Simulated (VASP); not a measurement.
## BN: single point with LDA

Crystal: BN.

```
B N
1.0
     0.00000    3.49532    2.16609
     1.25163    0.00000    2.16609
     1.25163    3.49532    0.00000
B N
1 1
Direct
  0.00005 0.00005 0.99995
  0.66667 0.66667 0.33333
```

* Program: VASP 6.6.1
* Task: single point
* Functional: LDA
* Potentials or basis: VASP PAW LDA potentials, release 64 (B, N)
* Cutoff: 600 eV
* k mesh: 7 × 7 × 7
* Occupations: fermi-dirac, width 0.01 eV
* Spin: no spin polarisation

| Property | Result |
| --- | --- |
| Pressure | -4.0 GPa |
| Largest force | 0.013 eV/Å |
| Band gap on the k mesh | 3.98 eV (least direct gap 4.90 eV) |

Forces on the atoms (eV/Å):
```
B    0.000  0.000  0.013
N    0.000  0.000 -0.013
```

Stress tensor (GPa, compression positive):
```
-5.29  0.00  0.00
 0.00 -1.34  0.00
 0.00  0.00 -5.23
```

Levels at points of the mesh, in eV from the valence-band top:
```csv
k point,band 1,band 2,band 3,band 4,band 5,band 6,band 7,band 8
"(0.00, 0.00, 0.00)",-17.49,-4.35,-1.27,-1.26,4.68,11.56,11.62,12.97
```

Run time: 24 s on 1 thread of Intel Xeon 8259CL (shared host), peak memory 0.14 GiB.

Caveat: the k points lie up to 0.43 Å⁻¹ apart; an odd mesh through Γ misses points on the zone boundary, where band edges can lie.
